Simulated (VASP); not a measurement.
# Si (P6_3/mmc) in VASP: single point with PBE

Aim: the single point of Si with PBE.

Program: VASP 6.6.1. These are calculated values, not measurements. Logs are shortened: lines on timing, memory, paths and dates and some standing lists are left out, and cuts for length are marked.

## Step 1: The cell of the first run

Symmetry: P6_3/mmc, No. 194, hexagonal system. Conventional cell: a = 3.831 Å, b = 3.831 Å, c = 6.333 Å, α = 90.00°, β = 90.00°, γ = 120.00°. Si (site symmetry 3m) has 4 Si at 2.35 to 2.37 Å within 3.1 Å.

This isn't the form of Si at room conditions, which is diamond.

## Step 2: Single point, PBE

POSCAR reads:

```
Si
1.0
    3.8313174600      0.0000000000      0.0000000000
   -1.9156587300      3.3180182500      0.0000000000
    0.0000000000      0.0000000000      6.3326220000
Si
4
Direct
    0.3333333300      0.6666666700      0.0630095000
    0.6666666700      0.3333333300      0.5630095000
    0.3333333300      0.6666666700      0.4369905000
    0.6666666700      0.3333333300      0.9369905000
```

INCAR.step1 reads:

```
ALGO = Normal
EDIFF = 1E-6
ENCUT = 400
GGA = PE
GGA_COMPAT = F
ISIF = 2
ISMEAR = -1
LASPH = T
LCHARG = T
LORBIT = 11
LREAL = F
LWAVE = F
NBANDS = 16
NEDOS = 2001
NELM = 120
PREC = Accurate
SIGMA = 0.1
```

KPOINTS.step1 reads:

```
k-points
0
Gamma
  6 6 4
```

INCAR.step2 reads:

```
ALGO = Normal
EDIFF = 1E-6
ENCUT = 400
GGA = PE
GGA_COMPAT = F
ICHARG = 11
ISIF = 2
ISMEAR = -5
LASPH = T
LCHARG = F
LORBIT = 10
LREAL = F
LWAVE = F
NEDOS = 1001
NELM = 120
PREC = Accurate
SIGMA = 0.1
```

KPOINTS.step2 reads:

```
k-points
0
Gamma
  9 9 6
```

Potentials or basis: VASP PAW PBE potentials, release 64 (Si).

The run is started by

```console
$ cat potpaw_PBE.64/Si/POTCAR > POTCAR
$ cp INCAR.step1 INCAR
$ cp KPOINTS.step1 KPOINTS
$ mpirun -np 1 vasp_std > vasp.out
$ cp INCAR.step2 INCAR
$ cp KPOINTS.step2 KPOINTS
$ mpirun -np 1 vasp_std > vasp.out
```

OUTCAR:

```text
EDIFF = 1E-6
   ENCUT = 400
   GGA = PE
   ICHARG = 11
   ISIF = 2
   ISMEAR = -5
   LASPH = T
   LORBIT = 10
   LREAL = F
   NELM = 120
   PREC = Accurate

 ion  position               nearest neighbor table
   1  0.333  0.667  0.063-   4 2.35   4 2.35   4 2.35   3 2.37
   2  0.667  0.333  0.563-   3 2.35   3 2.35   3 2.35   4 2.37
   3  0.333  0.667  0.437-   2 2.35   2 2.35   2 2.35   1 2.37
   4  0.667  0.333  0.937-   1 2.35   1 2.35   1 2.35   2 2.37

  LATTYP: Found a hexagonal cell.
 ALAT       =     3.8313174600
 C/A-ratio  =     1.6528575526

  Lattice vectors:

 A1 = (   3.8313174600,   0.0000000000,   0.0000000000)
 A2 = (  -1.9156587300,   3.3180182500,   0.0000000000)
 A3 = (   0.0000000000,   0.0000000000,   6.3326220000)

Analysis of symmetry for initial positions (statically):
=====================================================================
 Subroutine PRICEL returns:
 Original cell was already a primitive cell.

 Routine SETGRP: Setting up the symmetry group for a
 hexagonal supercell.

 Subroutine GETGRP returns: Found 24 space group operations
 (whereof 12 operations were pure point group operations)
 out of a pool of 24 trial point group operations.

The static configuration has the point symmetry D_3d.
 The point group associated with its full space group is D_6h.

Analysis of symmetry for dynamics (positions and initial velocities):
=====================================================================
 Subroutine PRICEL returns:
 Original cell was already a primitive cell.

 Routine SETGRP: Setting up the symmetry group for a
 hexagonal supercell.

 Subroutine GETGRP returns: Found 24 space group operations
 (whereof 12 operations were pure point group operations)
 out of a pool of 24 trial point group operations.

The dynamic configuration has the point symmetry D_3d.
 The point group associated with its full space group is D_6h.

 Subroutine INISYM returns: Found 24 space group operations
 (whereof 12 operations are pure point group operations),
 and found     1 'primitive' translations

----------------------------------------------------------------------------------------

                                     Primitive cell

  volume of cell :      80.5027

  direct lattice vectors                    reciprocal lattice vectors
     3.831317460  0.000000000  0.000000000     0.261006823  0.150692360  0.000000000
    -1.915658730  3.318018250  0.000000000     0.000000000  0.301384720  0.000000000
     0.000000000  0.000000000  6.332622000     0.000000000  0.000000000  0.157912473

  length of vectors
     3.831317460  3.831317460  6.332622000     0.301384720  0.301384720  0.157912473

  position of ions in fractional coordinates (direct lattice)
     0.333333330  0.666666670  0.063009500
     0.666666670  0.333333330  0.563009500
     0.333333330  0.666666670  0.436990500
     0.666666670  0.333333330  0.936990500

  ion indices of the primitive-cell ions
   primitive index   ion index
                 1           1
                 2           2
                 3           3
                 4           4

----------------------------------------------------------------------------------------

 KPOINTS: k-points

Automatic generation of k-mesh.
 Grid dimensions read from file:
 generate k-points for:    9    9    6

 Generating k-lattice:

  Cartesian coordinates                     Fractional coordinates (reciprocal lattice)
     0.029000758  0.016743596  0.000000000     0.111111111  0.000000000  0.000000000
     0.000000000  0.033487191  0.000000000     0.000000000  0.111111111  0.000000000
     0.000000000  0.000000000  0.026318745     0.000000000  0.000000000  0.166666667

  Length of vectors
     0.033487191  0.033487191  0.026318745

  Shift w.r.t. Gamma in fractional coordinates (k-lattice)
     0.000000000  0.000000000  0.000000000

 TETIRR: Found    492 inequivalent tetrahedra from     2916

 Subroutine IBZKPT returns following result:
 ===========================================

 Found     48 irreducible k-points:

 Following reciprocal coordinates:
            Coordinates               Weight
  0.000000  0.000000  0.000000      1.000000
  0.111111  0.000000  0.000000      6.000000
  0.222222  0.000000  0.000000      6.000000
  0.333333  0.000000  0.000000      6.000000
  0.444444  0.000000  0.000000      6.000000
  0.111111  0.111111  0.000000      6.000000
[... 16 lines left out ...]
  0.333333  0.222222  0.166667     24.000000
  0.333333  0.333333  0.166667      4.000000
 [... further k-points ...]
   k-points           NKPTS =     48   k-points in BZ     NKDIM =     48   number of bands    NBANDS=     12
   number of dos      NEDOS =   1001   number of ions     NIONS =      4
   total plane-waves  NPLWV =  32928
   dimension x,y,z NGX =    28 NGY =   28 NGZ =   42
   dimension x,y,z NGXF=    56 NGYF=   56 NGZF=   84
   ions per type =               4
   NGX,Y,Z   is equivalent  to a cutoff of  12.15, 12.15, 11.03 a.u.
   NGXF,Y,Z  is equivalent  to a cutoff of  24.30, 24.30, 22.05 a.u.
 SYSTEM =  unknown system
   PREC   = accura    normal or accurate (medium, high low for compatibility)
   ISTART =      0    job   : 0-new  1-cont  2-samecut
   ICHARG =     11    charge: 1-file 2-atom 10-const
   ISPIN  =      1    spin polarized calculation?
   LNONCOLLINEAR =      F non collinear calculations
   LSORBIT =      F    spin-orbit coupling
   LASPH  =      T    aspherical Exc in radial PAW
   ENCUT  =  400.0 eV  29.40 Ry    5.42 a.u.   6.25  6.25 10.33*2*pi/ulx,y,z
   NELM   =    120;   NELMIN=  2; NELMDL=  0     # of ELM steps
   EDIFF  = 0.1E-05   stopping-criterion for ELM
   LREAL  =      F    real-space projection
   EDIFFG = 0.1E-04   stopping-criterion for IOM
   NSW    =      0    number of steps for IOM
   IBRION =     -1    ionic relax: 0-MD 1-quasi-New 2-CG
   NFREE  =      0    steps in history (QN), initial steepest desc. (CG)
   ISIF   =      2    stress and relaxation
   ISYM   =      2    0-nonsym 1-usesym 2-fastsym
   POTIM  = 0.5000    time-step for ionic-motion
   TEBEG  =    0.0;   TEEND  =   0.0 temperature during run
   PSTRESS=    0.0 pullay stress
   NELECT =      16.0000    total number of electrons
   NUPDOWN=      -1.0000    fix difference up-down
   EMIN   =  10.00;   EMAX   =-10.00  energy-range for DOS
   EFERMI =   0.00;   METHOD = LEGACY
   ISMEAR =    -5;   SIGMA  =   0.10  broadening in eV -4-tet -1-fermi 0-gaus
   EFERMI_NEDOS =   21; number of points for ismear=-14 and -15
   IALGO  =     38    algorithm
   IMIX   =      4    mixing-type and parameters
     AMIX     =   0.40;   BMIX     =  1.00
     AMIX_MAG =   1.60;   BMIX_MAG =  1.00
  volume/ion in A,a.u.               =      20.13       135.81
  Fermi-wavevector in a.u.,A,eV,Ry     =   0.955384  1.805414 12.418837  0.912759
  Thomas-Fermi vector in A             =   2.084217
   LORBIT       =     10    0 simple, 1 ext, 2 COOP (PROOUT), +10 PAW based schemes
   GGA     = PE    functional components
   LHFCALC =     F    Hartree Fock is set to
   AEXX    =    0.0000 exact exchange contribution
   IVDW    =     0    specifies the selected vdW correction
   LEPSILON=     F    determine dielectric tensor
   LRPA    =     F    only Hartree local field effects (RPA)
 non-spin polarized calculation
 Fermi weights with tetrahedron method with Bloechl corrections
  energy-cutoff  :      400.00
  volume of cell :       80.50
 maximum number of plane-waves:      1476
 NGX is ok and might be reduce to    28

 number of electron      15.9999999 magnetization

 Free energy of the ion-electron system (eV)
  ---------------------------------------------------
  ext. energy  EPLUGINS =         0.00000000
  ---------------------------------------------------
  free energy    TOTEN  =       -21.64798953 eV

  energy without entropy =      -21.64798953  energy(sigma->0) =      -21.64798953

 E-fermi :   6.0474     XC(G=0):  -9.3823

 val. band max:        6.0312305711   @ k =   0.0000   0.0000   0.0000
 cond. band min:       6.4873391624   @ k =   0.4444   0.0000   0.0000
 fundamental gap:      0.4561085912
 Fermi energy:         6.0474267875

 k-point     1 :       0.0000    0.0000    0.0000
  band No.  band energies     occupation
      1      -6.1604      2.00000
      2      -3.8765      2.00000
      3      -1.1824      2.00000
      4       4.5136      2.00000
      5       4.5137      2.00000
      6       5.6789      2.00000
      7       6.0312      2.00000
      8       6.0312      2.00000
      9       7.0638      0.00000
     10       8.0344      0.00000
     11       8.0344      0.00000
     12       8.3760      0.00000

 k-point     2 :       0.1111    0.0000    0.0000
  band No.  band energies     occupation
      1      -6.0168      2.00000
      2      -3.7299      2.00000
      3      -1.1084      2.00000
      4       3.4402      2.00000
      5       4.2308      2.00000
      6       5.0286      2.00000
      7       5.4649      2.00000
      8       5.7761      2.00000
      9       7.5195      0.00000
     10       8.4570      0.00000
     11       8.5069      0.00000
     12       8.5126      0.00000
[... 301 lines left out ...]
 k-point    23 :       0.3333    0.2222    0.1667
  band No.  band energies     occupation
      1      -3.6695      2.00000
      2      -2.4042      2.00000
      3      -1.4427      2.00000
      4      -0.0671      2.00000
      5       1.3141      2.00000
      6       2.2666      2.00000
      7       2.9127      2.00000
      8       3.3848      2.00000
      9       7.5834      0.00000
     10       9.0865      0.00000
     11       9.4950      0.00000
     12      10.3657      0.00000

 k-point    24 :       0.3333    0.3333    0.1667
  band No.  band energies     occupation
      1      -2.9514      2.00000
      2      -2.9514      2.00000
      3      -0.7740      2.00000
      4      -0.7740      2.00000
      5       0.9364      2.00000
      6       2.4927      2.00000
      7       2.8184      2.00000
      8       2.8185      2.00000
      9       7.2629      0.00000
     10       9.7520      0.00000
     11       9.7520      0.00000
     12      11.4470      0.00000

 [... further k-points ...]

------------------------ aborting loop because EDIFF is reached ----------------------------------------

  FORCE on cell =-STRESS in cart. coord.  units (eV):
  Direction    XX          YY          ZZ          XY          YZ          ZX
  --------------------------------------------------------------------------------------
  -------------------------------------------------------------------------------------
  Total        0.6461293      0.6461293      0.6746613      0.0000000      0.0000000      0.0000000
  in kB       12.8593660     12.8593660     13.4272133      0.0000000      0.0000000      0.0000000
  external PRESSURE =      13.0486484 kB  Pullay stress =       0.0000000 kB

 VOLUME and BASIS-vectors are now :
 -----------------------------------------------------------------------------
  energy-cutoff  :      400.00
  volume of cell :       80.50
      direct lattice vectors                 reciprocal lattice vectors
     3.831317460  0.000000000  0.000000000     0.261006823  0.150692360  0.000000000
    -1.915658730  3.318018250  0.000000000     0.000000000  0.301384720  0.000000000
     0.000000000  0.000000000  6.332622000     0.000000000  0.000000000  0.157912473

 POSITION                                       TOTAL-FORCE (eV/Angst)
 -----------------------------------------------------------------------------------
     -0.00000      2.21201      0.39902        -0.000000     -0.000000     -0.005235
      1.91566      1.10601      3.56533         0.000000      0.000000     -0.005235
     -0.00000      2.21201      2.76730        -0.000000     -0.000000      0.005235
      1.91566      1.10601      5.93361         0.000000      0.000000      0.005235
 -----------------------------------------------------------------------------------
    total drift:                               -0.000001      0.000001     -0.000000

  FREE ENERGIE OF THE ION-ELECTRON SYSTEM (eV)
  ---------------------------------------------------
  free  energy   TOTEN  =       -21.6479895346 eV

  energy  without entropy=      -21.6479895346  energy(sigma->0) =      -21.64798953

 total charge

# of ion       s       p       d       tot
------------------------------------------
    1        0.750   0.938   0.000   1.688
    2        0.750   0.938   0.000   1.688
    3        0.750   0.938   0.000   1.688
    4        0.750   0.938   0.000   1.688
--------------------------------------------------
tot          3.000   3.754   0.000   6.754
```

Wall time 60 s (1 thread of Intel Xeon 8259CL, shared host); peak memory 0.17 GiB.

Results:

```yaml
Valence_electrons_inside_the_program's_atomic_spheres: Si 1.69
```
